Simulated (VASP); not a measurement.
MoS2: single point with PBE

The system is MoS2.

```
Mo S
1.0
     1.60688    0.92774    6.22796
    -1.60688    0.92774    6.22796
     0.00000   -1.85547    6.22796
Mo S
1 2
Direct
  0.00001 0.00001 0.00001
  0.75169 0.75169 0.75169
  0.58160 0.58160 0.58160
```

```yaml
Program: VASP 6.6.1
Task: single point
Functional: PBE
Potentials_or_basis: VASP PAW PBE potentials, release 64 (Mo_sv, S)
Cutoff: 520 eV
k_mesh: 8 × 8 × 8
Occupations: gaussian, width 0.05 eV
Spin: non-collinear spin, zero start, spin-orbit coupling
Starting_moments: "[[0.0, 0.0, 0.0], [0.0, 0.0, 0.0], [0.0, 0.0, 0.0]] μB"
```

The pressure is -4.0 GPa and the largest force is 0.735 eV/Å. The net moment is 0.00 μB per cell and the valence electrons inside the program's atomic spheres are Mo 12.35; S 3.68.

Forces on the atoms (eV/Å):
```
Mo   0.000  0.000  0.000
S    0.000  0.000 -0.735
S    0.000  0.000  0.735
```

Stress tensor (GPa, compression positive):
```
-3.76  0.00  0.00
 0.00 -3.76  0.00
 0.00  0.00 -4.53
```

Moments on the atoms (μB; x, y, z):
```
Mo  0.00 0.00 0.00
S   0.00 0.00 0.00
S   0.00 0.00 0.00
```

It took 23 min on 1 thread of Intel(R) Xeon(R) 6975P-C (Granite Rapids) (shared host), peak memory 0.95 GiB.

Caveat: the cell stands under tension.
